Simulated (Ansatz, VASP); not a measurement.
## Two plane-wave programs on Ge7Au

File INCAR:

```
ALGO     = Normal         # electronic algorithm
EDIFF    = 1E-6           # SCF threshold, eV
EDIFFG   = -0.04          # ionic threshold
ENCUT    = 600            # plane-wave cutoff, eV
GGA      = PE             # functional
IBRION   = 2              # ionic algorithm
ISIF     = 3              # what is computed and relaxed
ISMEAR   = 0              # smearing method
LASPH    = T              # aspherical terms in the spheres
LCHARG   = F              # write CHGCAR
LREAL    = F              # projectors in reciprocal space
LWAVE    = F              # write WAVECAR
NELM     = 100            # most SCF steps
NSW      = 90             # ionic steps
PREC     = Accurate       # precision mode
SIGMA    = 0.1            # smearing width, eV
```

Contents of KPOINTS:

```
k-points
0
Gamma
  4 4 4
```

Contents of POSCAR:

```
Ge7Au
1.0
    0.0000000000      4.1798169500      4.1798169500
    4.1798169500      0.0000000000      4.1798169500
    4.1798169500      4.1798169500      0.0000000000
Ge Au
7 1
Direct
    0.5000000000      0.5000000000      0.5000000000
    0.5000000000      0.0000000000      0.0000000000
    0.5000000000      0.0000000000      0.5000000000
    0.0000000000      0.5000000000      0.5000000000
    0.0000000000      0.5000000000      0.0000000000
    0.5000000000      0.5000000000      0.0000000000
    0.0000000000      0.0000000000      0.5000000000
    0.0000000000      0.0000000000      0.0000000000
```

Input for Ansatz:

```yaml
crystal:
  lattice:
    - [0.0, 4.17981695, 4.17981695]
    - [4.17981695, 0.0, 4.17981695]
    - [4.17981695, 4.17981695, 0.0]
  atoms:
    - { symbol: Ge, position: [0.5, 0.5, 0.5] }
    - { symbol: Ge, position: [0.5, 0.0, 0.0] }
    - { symbol: Ge, position: [0.5, 0.0, 0.5] }
    - { symbol: Ge, position: [0.0, 0.5, 0.5] }
    - { symbol: Ge, position: [0.0, 0.5, 0.0] }
    - { symbol: Ge, position: [0.5, 0.5, 0.0] }
    - { symbol: Ge, position: [0.0, 0.0, 0.5] }
    - { symbol: Au, position: [0.0, 0.0, 0.0] }
basis:
  ecutwfc: 420
kpoints:
  mp_grid: { grid: [4, 4, 4] }
hamiltonian:
  xc: pbe
scf:
  occupations: { method: gaussian, width: 0.1 }
  lower_state_search: "off"
output:
  forces: true
  stress: true
  eigenvalues: true
relax:
  adjacent_minimum: "off"
  f_tol: 0.04
  max_steps: 70
  cell: { stress_tol: 0.4 }
```

Change from the starting cell: species swapped into the CuPt7 type (Fm-3m, No. 225).

Alike in both runs: task relaxation of cell and atoms; functional PBE; k mesh 4 × 4 × 4; occupations gaussian, width 0.1 eV; no spin polarisation.

```csv
,VASP,Ansatz
version,VASP 6.6.1,Ansatz 0.2.0
potentials or method,"VASP PAW PBE potentials, release 64 (Ge_d, Au), cutoff 600 eV","scalar-relativistic, plane waves, PAW"
valence electrons in the cell,109,117
```

```tsv
	VASP	Ansatz	Ansatz less VASP
gap on the k mesh at the Fermi level, each at its own relaxed structure (eV)	none	none	-
relaxed volume (Å³/atom)	19.38	19.42	+0.042
relaxed length of the cell vector where the two differ most in proportion (Å)	6.030	6.034	+0.0044
```

A gap of «none» marks a metal or a gap that the smearing closes. VASP's potentials hold 109 valence electrons a cell and Ansatz's 117, so a difference there can come from the potentials and not from the codes.

Neither program's run includes spin-orbit coupling.
